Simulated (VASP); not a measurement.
Input of a VASP 6.6.1 run:

Contents of POSCAR:

```
NbP
1.0
   -1.6691837426      1.6691837426      5.7320230931
    1.6691837426     -1.6691837426      5.7320230931
    1.6691837426      1.6691837426     -5.7320230931
Nb P
2 2
Direct
    0.7498223615      0.7498223615      0.0000000000
    0.4998223615      0.9998223615      0.5000000000
    0.3328062135      0.3328062135      0.0000000000
    0.0828062135      0.5828062135      0.5000000000
```

Contents of INCAR.step1:

```
SYSTEM = NbP
  ALGO = Normal
  EDIFF = 1E-4
  ENCUT = 520
  GGA = PE
  ISMEAR = -1
  LASPH = .True.
  LCHARG = .False.
  LREAL = .False.
  LWAVE = .True.
  NBANDS = 26
  NELM = 80
  PREC = Accurate
  SIGMA = 0.02
```

INCAR.step2

```
SYSTEM = NbP
  ALGO = Normal
  EDIFF = 1E-7
  ENCUT = 520
  ISIF = 2
  ISMEAR = -1
  ISTART = 1
  LASPH = .True.
  LCHARG = .False.
  LMIXTAU = .True.
  LREAL = .False.
  LWAVE = .False.
  METAGGA = R2SCAN
  NBANDS = 26
  NELM = 80
  PREC = Accurate
  SIGMA = 0.02
```

File KPOINTS:

```
k-points
0
Gamma
  10 10 10
  0 0 0
```

Potentials or basis: VASP PAW PBE potentials, release 64 (Nb_sv, P).

The run is started by

```bash
$ cat potpaw_PBE.64/Nb_sv/POTCAR potpaw_PBE.64/P/POTCAR > POTCAR
$ cp INCAR.step1 INCAR
$ mpirun -np 1 vasp_std > vasp.out
$ cp INCAR.step2 INCAR
$ mpirun -np 1 vasp_std > vasp.out
```

Q: Predict the band gap on the k mesh.

A: Zero (bands 18 and 19 overlap by 0.13 eV).

Q: What does it give for the pressure?

A: -0.4 GPa.

Caveat: the PAW data sets were made with another functional, which shifts forces and pressure a little.
